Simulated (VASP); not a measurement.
La3Zr:

```
La Zr
1.0
     5.07267    0.00000    0.00000
     0.00000    5.07267    0.00000
     0.00000    0.00000    5.07267
La Zr
3 1
Direct
  0.00000 0.50000 0.50000
  0.50000 0.00000 0.50000
  0.50000 0.50000 0.00000
  0.00000 0.00000 0.00000
```

| Quantity | Value |
| --- | --- |
| Program | VASP 6.6.1 |
| Task | relaxation of cell and atoms |
| Functional | pbe exchange, lda correlation |
| Potentials or basis | VASP PAW PBE potentials, release 64 (La, Zr_sv) |
| Cutoff | 500 eV |
| k mesh | 5 × 5 × 5 |
| Occupations | gaussian, width 0.05 eV |
| Spin | no spin polarisation |

At the start: pressure 4.1 GPa; volume 32.63 Å³/atom.

Task: How do energy, volume and symmetry change on relaxing?

Result: Over 3 steps the energy falls by 41.0 meV/atom and the volume is 36.13 Å³/atom (+10.7 %); space group Pm-3m (No. 221, to 0.1 Å) before and after.

Step by step:
| step | energy change (eV) | largest force (eV/Å) | pressure (GPa) | volume (Å³) |
| --- | --- | --- | --- | --- |
| 1 | 0.0000 | 0.0000 | 4.06 | 130.53 |
| 2 | -0.1606 | 0.0000 | -0.48 | 146.79 |
| 3 | -0.1640 | 0.0000 | 0.01 | 144.52 |

Final structure:
```
La Zr
1.0
     5.24781    0.00000    0.00000
     0.00000    5.24781    0.00000
     0.00000    0.00000    5.24781
La Zr
3 1
Direct
  0.00000 0.50000 0.50000
  0.50000 0.00000 0.50000
  0.50000 0.50000 0.00000
  0.00000 0.00000 0.00000
```

Caveat: the PAW data sets were made with another functional, which shifts forces and pressure a little.
